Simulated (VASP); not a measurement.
Wanted: the native input for a VASP 6.6.1 run.

```
Task                   : relaxation of cell and atoms
Functional             : revPBE
Potentials or basis    : VASP PAW PBE potentials, release 64 (W_sv)
Cutoff                 : 600 eV
k mesh                 : 13 × 13 × 4
Occupations            : fermi-dirac, width 0.1 eV
Spin                   : no spin polarisation
Dipole correction      : no
Further INCAR settings : ALGO = Normal; EDIFF = 1e-06; IBRION = 2; EDIFFG = -0.01; NSW = 80; ISIF = 3
```

The structure of W lies in POSCAR:

```
W
1.0
    2.8194054199      0.0000000000      0.0000000000
   -1.4097027100      2.4416767172      0.0000000000
    0.0000000000      0.0000000000      9.2081781015
W
4
Direct
    0.0000000000      0.0000000000      0.0000000000
    0.0000000000      0.0000000000      0.5000000000
    0.3333333333      0.6666666667      0.2500000000
    0.6666666667      0.3333333333      0.7500000000
```

These files were run (other wordings do the same):

INCAR

```
  ALGO = Normal
  EDIFF = 1E-6
  EDIFFG = -0.01
  ENCUT = 600
  GGA = RE
  IBRION = 2
  ISIF = 3
  ISMEAR = -1
  LASPH = T
  LCHARG = F
  LREAL = F
  LWAVE = F
  NELM = 100
  NSW = 80
  PREC = Accurate
  SIGMA = 0.1
```

KPOINTS

```
k-points
0
Gamma
  13 13 4
```

Potentials or basis: VASP PAW PBE potentials, release 64 (W_sv).

Run with:

```console
$ cat potpaw_PBE.64/W_sv/POTCAR > POTCAR
$ mpirun -np 1 vasp_std > vasp.out
```

Results of the run:

| Quantity | Value |
| --- | --- |
| Relaxed volume | 16.68 Å³/atom |
| Relaxed cell | a = 2.795 Å, b = 2.795 Å, c = 9.859 Å, α = 90.00°, β = 90.00°, γ = 120.00° |
| Space group after relaxing (to 0.05 Å) | P6_3/mmc (No. 194) |
| Energy gained by relaxing | 74.2 meV/atom |
| Ionic steps | 9 |
| Pressure after relaxing | 0.0 GPa |
| Band gap on the k mesh | zero (band 28 reaches 11.68 eV, above the bottom of band 29 at 10.08 eV) |

Caveat: the PAW data sets were made with another functional, which shifts forces and pressure a little; spin-orbit coupling is left out, which moves the levels of the heavy elements.

Run time: 24 min on 1 thread of Oxide Virtual Turin-like Processor (shared host), peak memory 0.25 GiB.
